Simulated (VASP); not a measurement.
# Ge in VASP: single point with PBE+D3(BJ)

Aim: the single point of Ge with PBE+D3(BJ).

Program: VASP 6.6.1. These are calculated values, not measurements. Logs are shortened: lines on timing, memory, paths and dates and some standing lists are left out, and cuts for length are marked.

### Step 1. The cell of the first run

The cell holds a slab with vacuum, 6 atoms: a = 7.142 Å, b = 7.142 Å, c = 20.280 Å, α = 90.00°, β = 90.00°, γ = 120.00°.

### Step 2. Single point, PBE+D3(BJ)

INCAR

```
SYSTEM = Ge
  PREC = Accurate
  ENCUT = 410
  EDIFF = 1E-6
  ISMEAR = 0
  SIGMA = 0.04
  LREAL = .FALSE.
  LASPH = .TRUE.
  NELM = 120
  ALGO = Normal
  ISIF = 2
  LWAVE = .FALSE.
  LCHARG = .FALSE.
  LDIPOL = .TRUE.
  IDIPOL = 3
  DIPOL = 0.5 0.5 0.393
  GGA = PE
  IVDW = 12
  NBANDS = 51
  GGA_COMPAT = .FALSE.
  NELMDL = -8
```

KPOINTS

```
regular mesh
0
G
  6 6 1
  0 0 0
```

POSCAR

```
Ge
1.0
    0.0000000000      7.1417909850      0.0000000000
   -6.1849724215     -3.5708954925      0.0000000000
    0.0000000000      0.0000000000     20.2800000000
Ge
6
Direct
    0.6666670000      0.6666670000      0.3751651225
    0.3345650025      1.0061830275      0.3750940425
    0.9950643475      0.3344841326      0.3753034006
    0.3310179127      0.3350162642      0.4103441144
    0.9993072551      0.6704431246      0.4103780036
    0.6659723991      1.0018639712      0.4103540460
```

Potentials or basis: VASP PAW PBE potentials, release 64 (Ge_d).

On the command line:

```sh
cat potpaw_PBE.64/Ge_d/POTCAR > POTCAR
mpirun -np 1 vasp_std > vasp.out
```

OUTCAR:

```text
SYSTEM = Ge
   PREC = Accurate
   ENCUT = 410
   EDIFF = 1E-6
   ISMEAR = 0
   LREAL = .FALSE.
   LASPH = .TRUE.
   NELM = 120
   ISIF = 2
   GGA = PE
   IVDW = 12
   NELMDL = -8
 IVDW          = 12

 ion  position               nearest neighbor table
   1  0.667  0.667  0.375-   5 2.47   4 2.49   6 2.50
   2  0.335  0.006  0.375-   4 2.47   6 2.49   5 2.50
   3  0.995  0.334  0.375-   6 2.47   5 2.49   4 2.50
   4  0.331  0.335  0.410-   2 2.47   1 2.49   3 2.50
   5  0.999  0.670  0.410-   1 2.47   3 2.49   2 2.50
   6  0.666  0.002  0.410-   3 2.47   2 2.49   1 2.50

  LATTYP: Found a hexagonal cell.
 ALAT       =     7.1417909850
 C/A-ratio  =     2.8396238482

  Lattice vectors:

 A1 = (   0.0000000000,   7.1417909850,   0.0000000000)
 A2 = (  -6.1849724215,  -3.5708954925,   0.0000000000)
 A3 = (   0.0000000000,   0.0000000000,  20.2800000000)

Analysis of symmetry for initial positions (statically):
=====================================================================
 Subroutine PRICEL returns:
 Original cell was already a primitive cell.

 Routine SETGRP: Setting up the symmetry group for a
 hexagonal supercell.

 Subroutine GETGRP returns: Found  1 space group operations
 (whereof  1 operations were pure point group operations)
 out of a pool of 24 trial point group operations.

The static configuration has the point symmetry C_1 .

Analysis of symmetry for dynamics (positions and initial velocities):
=====================================================================
 Subroutine PRICEL returns:
 Original cell was already a primitive cell.

 Routine SETGRP: Setting up the symmetry group for a
 hexagonal supercell.

 Subroutine GETGRP returns: Found  1 space group operations
 (whereof  1 operations were pure point group operations)
 out of a pool of 24 trial point group operations.

The dynamic configuration has the point symmetry C_1 .

 Subroutine INISYM returns: Found  1 space group operations
 (whereof  1 operations are pure point group operations),
 and found     1 'primitive' translations

----------------------------------------------------------------------------------------

                                     Primitive cell

  volume of cell :     895.8037

  direct lattice vectors                    reciprocal lattice vectors
     0.000000000  7.141790985  0.000000000    -0.080841104  0.140020900  0.000000000
    -6.184972422 -3.570895493  0.000000000    -0.161682208  0.000000000  0.000000000
     0.000000000  0.000000000 20.280000000     0.000000000  0.000000000  0.049309665

  length of vectors
     7.141790985  7.141790985 20.280000000     0.161682208  0.161682208  0.049309665

  position of ions in fractional coordinates (direct lattice)
     0.666667000  0.666667000  0.375165123
     0.334565002  0.006183028  0.375094043
     0.995064347  0.334484133  0.375303401
     0.331017913  0.335016264  0.410344114
     0.999307255  0.670443125  0.410378004
     0.665972399  0.001863971  0.410354046

  ion indices of the primitive-cell ions
   primitive index   ion index
                 1           1
                 2           2
                 3           3
                 4           4
                 5           5
                 6           6

----------------------------------------------------------------------------------------

 KPOINTS: regular mesh

Automatic generation of k-mesh.
 Grid dimensions read from file:
 generate k-points for:    6    6    1

 Generating k-lattice:

  Cartesian coordinates                     Fractional coordinates (reciprocal lattice)
    -0.013473517  0.023336817  0.000000000     0.166666667  0.000000000  0.000000000
    -0.026947035  0.000000000  0.000000000     0.000000000  0.166666667  0.000000000
     0.000000000  0.000000000  0.049309665     0.000000000  0.000000000  1.000000000

  Length of vectors
     0.026947035  0.026947035  0.049309665

  Shift w.r.t. Gamma in fractional coordinates (k-lattice)
     0.000000000  0.000000000  0.000000000

 Subroutine IBZKPT returns following result:
 ===========================================

 Found     20 irreducible k-points:

 Following reciprocal coordinates:
            Coordinates               Weight
  0.000000  0.000000  0.000000      1.000000
  0.166667  0.000000  0.000000      2.000000
  0.000000  0.166667  0.000000      2.000000
 -0.166667  0.166667  0.000000      2.000000
  0.333333  0.000000  0.000000      2.000000
  0.000000  0.333333  0.000000      2.000000
[... 12 lines left out ...]
  0.500000 -0.166667  0.000000      2.000000
  0.333333  0.333333  0.000000      2.000000
   k-points           NKPTS =     20   k-points in BZ     NKDIM =     20   number of bands    NBANDS=     51
   number of dos      NEDOS =    301   number of ions     NIONS =      6
   total plane-waves  NPLWV = 322560
   dimension x,y,z NGX =    48 NGY =   48 NGZ =  140
   dimension x,y,z NGXF=    96 NGYF=   96 NGZF=  280
   ions per type =               6
   NGX,Y,Z   is equivalent  to a cutoff of  11.17, 11.17, 11.48 a.u.
   NGXF,Y,Z  is equivalent  to a cutoff of  22.35, 22.35, 22.95 a.u.
 SYSTEM =  Ge
   PREC   = accura    normal or accurate (medium, high low for compatibility)
   ISTART =      0    job   : 0-new  1-cont  2-samecut
   ICHARG =      2    charge: 1-file 2-atom 10-const
   ISPIN  =      1    spin polarized calculation?
   LNONCOLLINEAR =      F non collinear calculations
   LSORBIT =      F    spin-orbit coupling
   LASPH  =      T    aspherical Exc in radial PAW
   ENCUT  =  410.0 eV  30.13 Ry    5.49 a.u.  11.79 11.79 33.48*2*pi/ulx,y,z
   NELM   =    120;   NELMIN=  2; NELMDL= -8     # of ELM steps
   EDIFF  = 0.1E-05   stopping-criterion for ELM
   LREAL  =      F    real-space projection
[... 7 lines left out ...]
   TEBEG  =    0.0;   TEEND  =   0.0 temperature during run
   PSTRESS=    0.0 pullay stress
   NELECT =      84.0000    total number of electrons
   NUPDOWN=      -1.0000    fix difference up-down
   EMIN   =  10.00;   EMAX   =-10.00  energy-range for DOS
   EFERMI =   0.00;   METHOD = LEGACY
   ISMEAR =     0;   SIGMA  =   0.04  broadening in eV -4-tet -1-fermi 0-gaus
   EFERMI_NEDOS =   21; number of points for ismear=-14 and -15
   IALGO  =     38    algorithm
   IMIX   =      4    mixing-type and parameters
     AMIX     =   0.40;   BMIX     =  1.00
     AMIX_MAG =   1.60;   BMIX_MAG =  1.00
  volume/ion in A,a.u.               =     149.30      1007.53
  Fermi-wavevector in a.u.,A,eV,Ry     =   0.743756  1.405494  7.526369  0.553173
  Thomas-Fermi vector in A             =   1.838946
   LORBIT       =      0    0 simple, 1 ext, 2 COOP (PROOUT), +10 PAW based schemes
   GGA     = PE    functional components
   LHFCALC =     F    Hartree Fock is set to
   AEXX    =    0.0000 exact exchange contribution
   IVDW    =    12    specifies the selected vdW correction
   LEPSILON=     F    determine dielectric tensor
   LRPA    =     F    only Hartree local field effects (RPA)
 non-spin polarized calculation
 Gauss-broadening in eV      SIGMA  =   0.04
  energy-cutoff  :      410.00
  volume of cell :      895.80
 maximum number of plane-waves:     16908
   NGX = 23   NGY = 23   NGZ = 67

 dipolmoment           0.000000      0.000000      0.000000 electrons x Angstroem

 number of electron      83.9999938 magnetization

 dipolmoment           0.000000      0.000000     -0.000123 electrons x Angstroem

 Free energy of the ion-electron system (eV)
  ---------------------------------------------------
  ext. energy  EPLUGINS =         0.00000000
  ---------------------------------------------------
  free energy    TOTEN  =       -24.13850052 eV

  energy without entropy =      -24.13681608  energy(sigma->0) =      -24.13765830

 E-fermi :  -3.0893     XC(G=0):  -2.2248

 val. band max:       -3.1135091593   @ k =   0.0000   0.0000   0.0000
 cond. band min:      -3.0650136427   @ k =   0.0000   0.0000   0.0000
 fundamental gap:      0.0484955166
 Fermi energy:        -3.0892790468

 k-point     1 :       0.0000    0.0000    0.0000
  band No.  band energies     occupation
      1     -27.5975      2.00000
      2     -27.5889      2.00000
      3     -27.5785      2.00000
      4     -27.5780      2.00000
      5     -27.5748      2.00000
      6     -27.5746      2.00000
[... 43 lines left out ...]
     50       1.2672      0.00000
     51       1.3121      0.00000

 k-point     2 :       0.1667    0.0000    0.0000
  band No.  band energies     occupation
      1     -27.5949      2.00000
      2     -27.5865      2.00000
      3     -27.5795      2.00000
      4     -27.5781      2.00000
      5     -27.5742      2.00000
      6     -27.5729      2.00000
[... 43 lines left out ...]
     50       1.3119      0.00000
     51       1.4676      0.00000

 k-point     3 :       0.0000    0.1667    0.0000
  band No.  band energies     occupation
      1     -27.5949      2.00000
      2     -27.5865      2.00000
      3     -27.5795      2.00000
      4     -27.5782      2.00000
      5     -27.5744      2.00000
      6     -27.5728      2.00000
[... 43 lines left out ...]
     50       1.3119      0.00000
     51       1.4673      0.00000
[... 811 lines left out ...]
 k-point    19 :       0.5000   -0.1667    0.0000
  band No.  band energies     occupation
      1     -27.5861      2.00000
      2     -27.5830      2.00000
      3     -27.5806      2.00000
      4     -27.5780      2.00000
      5     -27.5759      2.00000
      6     -27.5721      2.00000
[... 43 lines left out ...]
     50       1.5332      0.00000
     51       1.9007      0.00000

 k-point    20 :       0.3333    0.3333    0.0000
  band No.  band energies     occupation
      1     -27.5864      2.00000
      2     -27.5830      2.00000
      3     -27.5807      2.00000
      4     -27.5778      2.00000
      5     -27.5761      2.00000
      6     -27.5710      2.00000
[... 43 lines left out ...]
     50       1.5008      0.00000
     51       1.5021      0.00000

------------------------ aborting loop because EDIFF is reached ----------------------------------------

 vacuum level on the upper side and lower side of the slab       (xc-potential included)        -0.105        -0.104

 Edisp (eV)   -0.88013

 E8    (eV) :    -0.4204

  FORCE on cell =-STRESS in cart. coord.  units (eV):
  Direction    XX          YY          ZZ          XY          YZ          ZX
  --------------------------------------------------------------------------------------
  -------------------------------------------------------------------------------------
  Total      -4.63584    -4.63788    -0.78809    -0.00310    -0.00158    -0.00146
  in kB      -8.29137    -8.29501    -1.40953    -0.00555    -0.00282    -0.00262
  external pressure =       -6.00 kB  Pullay stress =        0.00 kB

 VOLUME and BASIS-vectors are now :
 -----------------------------------------------------------------------------
  energy-cutoff  :      410.00
  volume of cell :      895.80
      direct lattice vectors                 reciprocal lattice vectors
     0.000000000  7.141790985  0.000000000    -0.080841104  0.140020900  0.000000000
    -6.184972422 -3.570895493  0.000000000    -0.161682208  0.000000000  0.000000000
     0.000000000  0.000000000 20.280000000     0.000000000  0.000000000  0.049309665

 POSITION                                       TOTAL-FORCE (eV/Angst)
 -----------------------------------------------------------------------------------
     -4.12332      2.38060      7.60835        -0.068307     -0.120990      0.210915
     -0.03824      2.36731      7.60691         0.142559      0.002085      0.210610
     -2.06878      5.91213      7.61115        -0.074989      0.117280      0.209683
     -2.07207      1.16775      8.32178        -0.063708     -0.055011     -0.208777
     -4.14667      4.74276      8.32247        -0.011771      0.081181     -0.212137
     -0.01153      4.74958      8.32198         0.076217     -0.024545     -0.210294
 -----------------------------------------------------------------------------------
    total drift:                                0.002998      0.002924     -0.001532

  FREE ENERGIE OF THE ION-ELECTRON SYSTEM (eV)
  ---------------------------------------------------
  free  energy   TOTEN  =       -25.0186297465 eV

  energy  without entropy=      -25.0169453051  energy(sigma->0) =      -25.01778753

 vacuum level on the upper side and lower side of the slab         1.310         1.311
```

Wall time 40 min (1 thread of Intel Xeon 8259CL, shared host); peak memory 0.9 GiB.

Results:

| Property | Result |
| --- | --- |
| Free energy | -25.0186 eV |
| Largest force | 0.254 eV/Å |
| Band gap on the k mesh | 0.05 eV |
| Dispersion energy per atom | -0.147 eV |

Forces on the atoms (eV/Å):
```
Ge  -0.068 -0.121  0.211
Ge   0.143  0.002  0.211
Ge  -0.075  0.117  0.210
Ge  -0.064 -0.055 -0.209
Ge  -0.012  0.081 -0.212
Ge   0.076 -0.025 -0.210
```
